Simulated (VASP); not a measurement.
Wanted: the native input for a VASP 6.6.1 run.

| Item | Value |
| --- | --- |
| Task | single point |
| Functional | LDA |
| Potentials or basis | VASP PAW LDA potentials, release 64 (C) |
| Cutoff | 520 eV |
| k mesh | 12 × 12 × 12 |
| Occupations | gaussian, width 0.05 eV |
| Spin | no spin polarisation |
| Dipole correction | no |
| Further INCAR settings | ALGO = Normal; EDIFF = 1e-06; NBANDS = 11 |

The structure of C lies in POSCAR:

```
C
1.0
    0.0000000000      1.7231173816      1.7651614457
    1.7231173816      0.0000000000      1.7651614457
    1.7231173816      1.7231173816      0.0000000000
C
2
Direct
    0.5000000000      0.5000000000      0.5000000000
    0.7500000000      0.7500000000      0.7500000000
```

This cell differs from its parent crystal: volume 5.241 Å^3 an atom, c/a of the conventional cell 1.0244.

One way to write it, as run:

INCAR

```
PREC     = Accurate       # precision mode
ENCUT    = 520            # plane-wave cutoff, eV
EDIFF    = 1E-6           # SCF threshold, eV
ISMEAR   = 0              # smearing method
SIGMA    = 0.05           # smearing width, eV
LREAL    = False          # projectors in reciprocal space
LASPH    = True           # aspherical terms in the spheres
NELM     = 100            # most SCF steps
ALGO     = Normal         # electronic algorithm
ISIF     = 2              # what is computed and relaxed
LWAVE    = False          # write WAVECAR
LCHARG   = False          # write CHGCAR
GGA      = CA             # functional
NBANDS   = 11             # bands
```

KPOINTS

```
Automatic mesh
0
Gamma
  12 12 12
```

Potentials or basis: VASP PAW LDA potentials, release 64 (C).

Command:

```console
$ cat potpaw_LDA.64/C/POTCAR > POTCAR
$ mpirun -np 1 vasp_std > vasp.out
```

It gave:

```yaml
Pressure: 27.2 GPa
Band_gap_on_the_k_mesh: 4.00 eV, indirect (least direct gap 5.54 eV)
```

It took 10 s on 1 thread of Intel Xeon 6975P-C, with other jobs on the host, peak memory 0.12 GiB.
